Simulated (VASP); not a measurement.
# Ti (P6_3/mmc) in VASP: further runs

Aim: see how the results for Ti move with the level of theory and the settings. Levels: BLYP, r2SCAN. Tasks: single point.

Everything below comes from runs of VASP 6.6.1. Logs are shortened: lines on timing, memory, paths and dates and some standing lists are left out, and cuts for length are marked.

## (1) The cell of the first run

The structure is hexagonal, space group P6_3/mmc (No. 194). Conventional cell: a = 2.950 Å, b = 2.950 Å, c = 4.680 Å, α = 90.00°, β = 90.00°, γ = 120.00°. Within 3.8 Å of Ti (site symmetry -6m2) lie 12 Ti at 2.89 to 2.95 Å.

## (2) Single point, BLYP

File INCAR:

```
SYSTEM = Ti
  AGGAC = 1.0
  AGGAX = 1.0
  ALDAC = 0.0
  ALDAX = 1.0
  ALGO = Normal
  EDIFF = 1E-7
  ENCUT = 520
  GGA = B5
  ISIF = 2
  ISMEAR = -1
  LASPH = .True.
  LCHARG = .False.
  LREAL = .False.
  LWAVE = .False.
  NBANDS = 19
  NELM = 80
  PREC = Accurate
  SIGMA = 0.05
```

File KPOINTS:

```
k-points
0
Gamma
  6 6 3
  0 0 0
```

File POSCAR:

```
Ti
1.0
    2.9500000000      0.0000000000      0.0000000000
   -1.4750000000      2.5547749412      0.0000000000
    0.0000000000      0.0000000000      4.6800000000
Ti
2
Direct
    0.6666666667      0.3333333333      0.7500000000
    0.3333333333      0.6666666667      0.2500000000
```

Potentials or basis: VASP PAW PBE potentials, release 64 (Ti_sv).

The run is started by

```bash
$ cat potpaw_PBE.64/Ti_sv/POTCAR > POTCAR
$ mpirun -np 1 vasp_std > vasp.out
```

OUTCAR:

```text
SYSTEM = Ti
   EDIFF = 1E-7
   ENCUT = 520
   GGA = B5
   ISIF = 2
   ISMEAR = -1
   LASPH = .True.
   LREAL = .False.
   NELM = 80
   PREC = Accurate

 ion  position               nearest neighbor table
   1  0.667  0.333  0.750-   2 2.89   2 2.89   2 2.89   2 2.89   2 2.89   2 2.89
   2  0.333  0.667  0.250-   1 2.89   1 2.89   1 2.89   1 2.89   1 2.89   1 2.89

  LATTYP: Found a hexagonal cell.
 ALAT       =     2.9500000000
 C/A-ratio  =     1.5864406780

  Lattice vectors:

 A1 = (   2.9500000000,   0.0000000000,   0.0000000000)
 A2 = (  -1.4750000000,   2.5547749412,   0.0000000000)
 A3 = (   0.0000000000,   0.0000000000,   4.6800000000)

Analysis of symmetry for initial positions (statically):
=====================================================================
 Subroutine PRICEL returns:
 Original cell was already a primitive cell.

 Routine SETGRP: Setting up the symmetry group for a
 hexagonal supercell.

 Subroutine GETGRP returns: Found 24 space group operations
 (whereof 12 operations were pure point group operations)
 out of a pool of 24 trial point group operations.

The static configuration has the point symmetry D_3d.
 The point group associated with its full space group is D_6h.

Analysis of symmetry for dynamics (positions and initial velocities):
=====================================================================
 Subroutine PRICEL returns:
 Original cell was already a primitive cell.

 Routine SETGRP: Setting up the symmetry group for a
 hexagonal supercell.

 Subroutine GETGRP returns: Found 24 space group operations
 (whereof 12 operations were pure point group operations)
 out of a pool of 24 trial point group operations.

The dynamic configuration has the point symmetry D_3d.
 The point group associated with its full space group is D_6h.

 Subroutine INISYM returns: Found 24 space group operations
 (whereof 12 operations are pure point group operations),
 and found     1 'primitive' translations

----------------------------------------------------------------------------------------

                                     Primitive cell

  volume of cell :      35.2712

  direct lattice vectors                    reciprocal lattice vectors
     2.950000000  0.000000000  0.000000000     0.338983051  0.195711956  0.000000000
[... 69 lines left out ...]
   ISPIN  =      1    spin polarized calculation?
   LNONCOLLINEAR =      F non collinear calculations
   LSORBIT =      F    spin-orbit coupling
   LASPH  =      T    aspherical Exc in radial PAW
   ENCUT  =  520.0 eV  38.22 Ry    6.18 a.u.   5.49  5.49  8.70*2*pi/ulx,y,z
   NELM   =     80;   NELMIN=  2; NELMDL= -5     # of ELM steps
   EDIFF  = 0.1E-06   stopping-criterion for ELM
   LREAL  =      F    real-space projection
   EDIFFG = 0.1E-05   stopping-criterion for IOM
   NSW    =      0    number of steps for IOM
   IBRION =     -1    ionic relax: 0-MD 1-quasi-New 2-CG
   NFREE  =      0    steps in history (QN), initial steepest desc. (CG)
   ISIF   =      2    stress and relaxation
   ISYM   =      2    0-nonsym 1-usesym 2-fastsym
   POTIM  = 0.5000    time-step for ionic-motion
   TEBEG  =    0.0;   TEEND  =   0.0 temperature during run
   PSTRESS=    0.0 pullay stress
   NELECT =      24.0000    total number of electrons
   NUPDOWN=      -1.0000    fix difference up-down
   EMIN   =  10.00;   EMAX   =-10.00  energy-range for DOS
   EFERMI =   0.00;   METHOD = LEGACY
   ISMEAR =    -1;   SIGMA  =   0.05  broadening in eV -4-tet -1-fermi 0-gaus
   EFERMI_NEDOS =   21; number of points for ismear=-14 and -15
   IALGO  =     38    algorithm
   IMIX   =      4    mixing-type and parameters
     AMIX     =   0.40;   BMIX     =  1.00
     AMIX_MAG =   1.60;   BMIX_MAG =  1.00
  volume/ion in A,a.u.               =      17.64       119.01
  Fermi-wavevector in a.u.,A,eV,Ry     =   1.439920  2.721055 28.209912  2.073370
  Thomas-Fermi vector in A             =   2.558722
   LORBIT       =      0    0 simple, 1 ext, 2 COOP (PROOUT), +10 PAW based schemes
   GGA     = B5    functional components
   LHFCALC =     F    Hartree Fock is set to
   AEXX    =    0.0000 exact exchange contribution
   IVDW    =     0    specifies the selected vdW correction
   LEPSILON=     F    determine dielectric tensor
   LRPA    =     F    only Hartree local field effects (RPA)
 non-spin polarized calculation
  energy-cutoff  :      520.00
  volume of cell :       35.27
 maximum number of plane-waves:       965
 NGX is ok and might be reduce to    24
   NGX = 11   NGY = 11   NGZ = 17

 number of electron      24.0000002 magnetization

 Free energy of the ion-electron system (eV)
  ---------------------------------------------------
  ext. energy  EPLUGINS =         0.00000000
  ---------------------------------------------------
  free energy    TOTEN  =       -13.51830108 eV

  energy without entropy =      -13.48715228  energy(sigma->0) =      -13.50272668

 E-fermi :   8.6365     XC(G=0): -10.8938

 val. band max:        8.5792539886   @ k =   0.1667   0.0000   0.0000
 cond. band min:       8.6507878997   @ k =   0.0000   0.0000   0.3333
 fundamental gap:      0.0715339110
 Fermi energy:         8.6365239165

 k-point     1 :       0.0000    0.0000    0.0000
  band No.  band energies     occupation
      1     -48.0508      2.00000
      2     -47.9202      2.00000
      3     -24.7928      2.00000
      4     -24.1718      2.00000
      5     -24.1718      2.00000
      6     -24.1181      2.00000
[... 285 lines left out ...]
      6     -24.3767      2.00000
[... 11 lines left out ...]
     18      11.5964      0.00000
     19      15.1775      0.00000

------------------------ aborting loop because EDIFF is reached ----------------------------------------

  FORCE on cell =-STRESS in cart. coord.  units (eV):
  Direction    XX          YY          ZZ          XY          YZ          ZX
  --------------------------------------------------------------------------------------
  -------------------------------------------------------------------------------------
  Total        0.3413927      0.3413927      0.2884972     -0.0000000      0.0000000      0.0000000
  in kB       15.5075903     15.5075903     13.1048403     -0.0000000      0.0000000      0.0000000
  external PRESSURE =      14.7066736 kB  Pullay stress =       0.0000000 kB

 VOLUME and BASIS-vectors are now :
 -----------------------------------------------------------------------------
  energy-cutoff  :      520.00
  volume of cell :       35.27
      direct lattice vectors                 reciprocal lattice vectors
     2.950000000  0.000000000  0.000000000     0.338983051  0.195711956  0.000000000
    -1.475000000  2.554774941  0.000000000     0.000000000  0.391423911  0.000000000
     0.000000000  0.000000000  4.680000000     0.000000000  0.000000000  0.213675214

 POSITION                                       TOTAL-FORCE (eV/Angst)
 -----------------------------------------------------------------------------------
      1.47500      0.85159      3.51000         0.000000     -0.000000      0.000000
     -0.00000      1.70318      1.17000        -0.000000      0.000000      0.000000
 -----------------------------------------------------------------------------------
    total drift:                               -0.000000      0.000000     -0.000000

  FREE ENERGIE OF THE ION-ELECTRON SYSTEM (eV)
  ---------------------------------------------------
  free  energy   TOTEN  =       -13.5183010785 eV

  energy  without entropy=      -13.4871522756  energy(sigma->0) =      -13.50272668
```

OSZICAR:

```text
N       E                     dE             d eps       ncg     rms          rms(c)
DAV:   1     0.264496113701E+03    0.26450E+03   -0.13114E+04   532   0.156E+03
DAV:   2     0.154180882113E+02   -0.24908E+03   -0.24532E+03   556   0.439E+02
DAV:   3    -0.138134762641E+02   -0.29232E+02   -0.28827E+02   960   0.121E+02
DAV:   4    -0.151826451478E+02   -0.13692E+01   -0.13669E+01   633   0.272E+01
DAV:   5    -0.152624776716E+02   -0.79833E-01   -0.79820E-01   787   0.463E+00    0.112E+01
DAV:   6    -0.135053623140E+02    0.17571E+01   -0.68145E+00   624   0.255E+01    0.285E+00
DAV:   7    -0.135020349461E+02    0.33274E-02   -0.52235E-01   761   0.515E+00    0.190E+00
DAV:   8    -0.135239078031E+02   -0.21873E-01   -0.15778E-01   574   0.468E+00    0.652E-01
DAV:   9    -0.135180431437E+02    0.58647E-02   -0.29490E-02   620   0.184E+00    0.558E-02
DAV:  10    -0.135183169728E+02   -0.27383E-03   -0.21105E-03   769   0.281E-01    0.511E-02
DAV:  11    -0.135183185051E+02   -0.15323E-05   -0.69471E-05   711   0.625E-02    0.222E-02
DAV:  12    -0.135183011484E+02    0.17357E-04   -0.16775E-05   586   0.305E-02    0.122E-03
DAV:  13    -0.135183010785E+02    0.69892E-07   -0.45234E-07   567   0.595E-03
   1 F= -.13518301E+02 E0= -.13502727E+02  d E =-.311488E-01
```

Run time: 16 s. Hardware: 1 thread of Intel Xeon 6975P-C, shared host; peak memory 0.15 GiB.

What came out:

```yaml
Free_energy: -13.5183 eV
Pressure: 1.5 GPa
Band_gap_on_the_k_mesh: zero (band 12 reaches 9.32 eV, above the bottom of band 13 at 8.53 eV)
```

Levels at points of the mesh, in eV from the Fermi level:
```tsv
k point	band 9	band 10	band 11	band 12	band 13	band 14	band 15	band 16
(0.00, 0.00, 0.00)	-5.98	-2.63	0.69	0.69	0.77	0.91	1.16	1.16
(0.50, 0.00, 0.00)	-2.28	-2.11	-1.80	-0.52	0.41	0.58	1.10	3.16
```

Caveat: the k points lie up to 0.45 Å⁻¹ apart; the PAW data sets were made with another functional, which shifts forces and pressure a little.

## (3) Single point, r2SCAN

POSCAR is that of step 2.

File INCAR.step1:

```
SYSTEM = Ti
PREC     = Accurate       ! precision mode
ENCUT    = 520            ! plane-wave cutoff, eV
ISMEAR   = -1             ! smearing method
SIGMA    = 0.05           ! smearing width, eV
LREAL    = .FALSE.        ! projectors in reciprocal space
LASPH    = .TRUE.         ! aspherical terms in the spheres
NELM     = 100            ! most SCF steps
NBANDS   = 19             ! bands
GGA      = PE             ! functional
ALGO     = Normal         ! electronic algorithm
EDIFF    = 1E-4           ! SCF threshold, eV
LWAVE    = .TRUE.         ! write WAVECAR
LCHARG   = .FALSE.        ! write CHGCAR
```

File INCAR.step2:

```
SYSTEM = Ti
PREC     = Accurate       ! precision mode
ENCUT    = 520            ! plane-wave cutoff, eV
EDIFF    = 1E-7           ! SCF threshold, eV
ISMEAR   = -1             ! smearing method
SIGMA    = 0.05           ! smearing width, eV
LREAL    = .FALSE.        ! projectors in reciprocal space
LASPH    = .TRUE.         ! aspherical terms in the spheres
NELM     = 100            ! most SCF steps
ALGO     = Normal         ! electronic algorithm
ISIF     = 2              ! what is computed and relaxed
LWAVE    = .FALSE.        ! write WAVECAR
LCHARG   = .TRUE.         ! write CHGCAR
METAGGA  = R2SCAN         ! meta-GGA
LMIXTAU  = .TRUE.       
LELF     = .TRUE.         ! ELF
LVHAR    = .TRUE.       
NBANDS   = 19             ! bands
ISTART   = 1
```

File KPOINTS:

```
Automatic mesh
0
G
  6 6 3
  0 0 0
```

Potentials or basis: VASP PAW PBE potentials, release 64 (Ti_sv).

The run is started by

```bash
$ cat potpaw_PBE.64/Ti_sv/POTCAR > POTCAR
$ cp INCAR.step1 INCAR
$ mpirun -np 1 vasp_std > vasp.out
$ cp INCAR.step2 INCAR
$ mpirun -np 1 vasp_std > vasp.out
```

OUTCAR:

```text
SYSTEM = Ti
   PREC = Accurate
   ENCUT = 520
   EDIFF = 1E-7
   ISMEAR = -1
   LREAL = .FALSE.
   LASPH = .TRUE.
   NELM = 100
   ISIF = 2
   METAGGA = R2SCAN
   ISTART = 1

 ion  position               nearest neighbor table
   1  0.667  0.333  0.750-   2 2.89   2 2.89   2 2.89   2 2.89   2 2.89   2 2.89
   2  0.333  0.667  0.250-   1 2.89   1 2.89   1 2.89   1 2.89   1 2.89   1 2.89

  LATTYP: Found a hexagonal cell.
 ALAT       =     2.9500000000
 C/A-ratio  =     1.5864406780

  Lattice vectors:

 A1 = (   2.9500000000,   0.0000000000,   0.0000000000)
 A2 = (  -1.4750000000,   2.5547749412,   0.0000000000)
 A3 = (   0.0000000000,   0.0000000000,   4.6800000000)

Analysis of symmetry for initial positions (statically):
=====================================================================
 Subroutine PRICEL returns:
 Original cell was already a primitive cell.

 Routine SETGRP: Setting up the symmetry group for a
 hexagonal supercell.

 Subroutine GETGRP returns: Found 24 space group operations
 (whereof 12 operations were pure point group operations)
 out of a pool of 24 trial point group operations.

The static configuration has the point symmetry D_3d.
 The point group associated with its full space group is D_6h.

Analysis of symmetry for dynamics (positions and initial velocities):
=====================================================================
 Subroutine PRICEL returns:
 Original cell was already a primitive cell.

 Routine SETGRP: Setting up the symmetry group for a
 hexagonal supercell.

 Subroutine GETGRP returns: Found 24 space group operations
 (whereof 12 operations were pure point group operations)
 out of a pool of 24 trial point group operations.

The dynamic configuration has the point symmetry D_3d.
 The point group associated with its full space group is D_6h.
[... 100 lines left out ...]
   NUPDOWN=      -1.0000    fix difference up-down
   EMIN   =  10.00;   EMAX   =-10.00  energy-range for DOS
   EFERMI =   0.00;   METHOD = LEGACY
   ISMEAR =    -1;   SIGMA  =   0.05  broadening in eV -4-tet -1-fermi 0-gaus
   EFERMI_NEDOS =   21; number of points for ismear=-14 and -15
   IALGO  =     38    algorithm
   IMIX   =      4    mixing-type and parameters
     AMIX     =   0.40;   BMIX     =  1.00
     AMIX_MAG =   1.60;   BMIX_MAG =  1.00
  volume/ion in A,a.u.               =      17.64       119.01
  Fermi-wavevector in a.u.,A,eV,Ry     =   1.439920  2.721055 28.209912  2.073370
  Thomas-Fermi vector in A             =   2.558722
   LORBIT       =      0    0 simple, 1 ext, 2 COOP (PROOUT), +10 PAW based schemes
   METAGGA = R2SCAN    functional components
   LHFCALC =     F    Hartree Fock is set to
   AEXX    =    0.0000 exact exchange contribution
   IVDW    =     0    specifies the selected vdW correction
   LEPSILON=     F    determine dielectric tensor
   LRPA    =     F    only Hartree local field effects (RPA)
 non-spin polarized calculation
  energy-cutoff  :      520.00
  volume of cell :       35.27
 maximum number of plane-waves:       965
 NGX is ok and might be reduce to    24
   NGX = 11   NGY = 11   NGZ = 17

 number of electron      24.0000002 magnetization

 Free energy of the ion-electron system (eV)
  ---------------------------------------------------
  ext. energy  EPLUGINS =         0.00000000
  ---------------------------------------------------
  free energy    TOTEN  =       -25.88365175 eV

  energy without entropy =      -25.85839167  energy(sigma->0) =      -25.87102171

 E-fermi :   8.3139     XC(G=0): -12.3196

 val. band max:        8.2645114396   @ k =   0.1667   0.0000   0.0000
 cond. band min:       8.3567165326   @ k =   0.3333   0.1667   0.3333
 fundamental gap:      0.0922050929
 Fermi energy:         8.3138606011

 k-point     1 :       0.0000    0.0000    0.0000
  band No.  band energies     occupation
      1     -51.0375      2.00000
      2     -50.9033      2.00000
      3     -26.5801      2.00000
      4     -25.9402      2.00000
      5     -25.9402      2.00000
      6     -25.8813      2.00000
[... 285 lines left out ...]
      6     -26.1516      2.00000
[... 11 lines left out ...]
     18      11.4804      0.00000
     19      15.0091      0.00000

------------------------ aborting loop because EDIFF is reached ----------------------------------------

  FORCE on cell =-STRESS in cart. coord.  units (eV):
  Direction    XX          YY          ZZ          XY          YZ          ZX
  --------------------------------------------------------------------------------------
  -------------------------------------------------------------------------------------
  Total       -0.2558329     -0.2558329     -0.4125635      0.0000000      0.0000000      0.0000000
  in kB      -11.6210813    -11.6210813    -18.7404883      0.0000000      0.0000000      0.0000000
  external PRESSURE =     -13.9942170 kB  Pullay stress =       0.0000000 kB

 VOLUME and BASIS-vectors are now :
 -----------------------------------------------------------------------------
  energy-cutoff  :      520.00
  volume of cell :       35.27
      direct lattice vectors                 reciprocal lattice vectors
     2.950000000  0.000000000  0.000000000     0.338983051  0.195711956  0.000000000
    -1.475000000  2.554774941  0.000000000     0.000000000  0.391423911  0.000000000
     0.000000000  0.000000000  4.680000000     0.000000000  0.000000000  0.213675214

 POSITION                                       TOTAL-FORCE (eV/Angst)
 -----------------------------------------------------------------------------------
      1.47500      0.85159      3.51000         0.000000     -0.000000      0.000000
     -0.00000      1.70318      1.17000        -0.000000      0.000000      0.000000
 -----------------------------------------------------------------------------------
    total drift:                               -0.000000      0.000000     -0.000000

  FREE ENERGIE OF THE ION-ELECTRON SYSTEM (eV)
  ---------------------------------------------------
  free  energy   TOTEN  =       -25.8836517512 eV

  energy  without entropy=      -25.8583916682  energy(sigma->0) =      -25.87102171
```

OUTCAR.step1:

```text
SYSTEM = Ti
   PREC = Accurate
   ENCUT = 520
   ISMEAR = -1
   LREAL = .FALSE.
   LASPH = .TRUE.
[... 519 lines left out ...]
      1.47500      0.85159      3.51000        -0.000000     -0.000000      0.000000
     -0.00000      1.70318      1.17000         0.000000      0.000000      0.000000
 -----------------------------------------------------------------------------------
    total drift:                               -0.000000      0.000000     -0.000000

  FREE ENERGIE OF THE ION-ELECTRON SYSTEM (eV)
  ---------------------------------------------------
  free  energy   TOTEN  =       -15.6538775524 eV

  energy  without entropy=      -15.6251721051  energy(sigma->0) =      -15.63952483
```

Wall time 29 s (1 thread of Intel Xeon 6975P-C, shared host); peak memory 0.16 GiB.

Results:

```yaml
Free_energy: -25.8837 eV
Pressure: -1.4 GPa
Band_gap_on_the_k_mesh: zero (band 12 reaches 9.09 eV, above the bottom of band 13 at 8.08 eV)
```

Stress tensor (GPa, compression positive):
```
-1.16  0.00  0.00
 0.00 -1.16  0.00
 0.00  0.00 -1.87
```

Levels at points of the mesh, in eV from the Fermi level:
```csv
k point,band 10,band 11,band 12,band 13,band 14,band 15
"(0.00, 0.00, 0.00)",-2.90,0.42,0.78,0.78,0.87,1.29
"(0.50, 0.00, 0.00)",-2.31,-1.98,-0.93,0.53,0.59,1.16
```

Caveat: the k points lie up to 0.45 Å⁻¹ apart; the PAW data sets were made with another functional, which shifts forces and pressure a little.
